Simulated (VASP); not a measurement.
# Ce: single point with r2SCAN

Crystal: Ce.

```
Ce
1.0
    -1.94330    1.94330    1.94330
     1.94330   -1.94330    1.94330
     1.94330    1.94330   -1.94330
Ce
1
Direct
  0.00000 0.00000 0.00000
```

This isn't the form of Ce at room conditions, which is fcc.

```json
{"Program": "VASP 6.6.1", "Task": "single point", "Functional": "r2SCAN", "Potentials or basis": "VASP PAW PBE potentials, release 64 (Ce)", "Cutoff": "520 eV", "k mesh": "13 × 13 × 13", "Occupations": "fermi-dirac, width 0.08 eV", "Spin": "collinear spin, ferromagnetic start", "Starting moments": "[1.0] μB"}
```

```yaml
Pressure: -2.7 GPa
Band_gap_on_the_k_mesh: zero (filled and empty bands overlap)
Net_moment: 0.00 μB per cell
Valence_electrons_inside_the_program's_atomic_spheres: Ce 9.85
```

Levels at points of the mesh, in eV from the Fermi level:
Spin up:
```tsv
k point	band 4	band 5	band 6	band 7	band 8	band 9
(0.00, 0.00, 0.00)	-17.06	-3.13	0.12	0.12	0.12	1.02
```
Spin down:
| k point | band 4 | band 5 | band 6 | band 7 | band 8 | band 9 |
| --- | --- | --- | --- | --- | --- | --- |
| (0.00, 0.00, 0.00) | -17.06 | -3.13 | 0.12 | 0.12 | 0.12 | 1.02 |

It took 5.1 min on 1 thread of Intel(R) Xeon(R) 6975P-C (Granite Rapids), on a shared host, peak memory 0.24 GiB.

Caveat: the magnetic or orbital state may not be the lowest; the moments typed at the start vanished in this run; the PAW data sets were made with another functional, which shifts forces and pressure a little; spin-orbit coupling is left out, which moves the levels of the heavy elements; semilocal functionals describe open f shells poorly, which spoils levels, moments and volumes. The state reached can hang on the start; a lower one may exist.
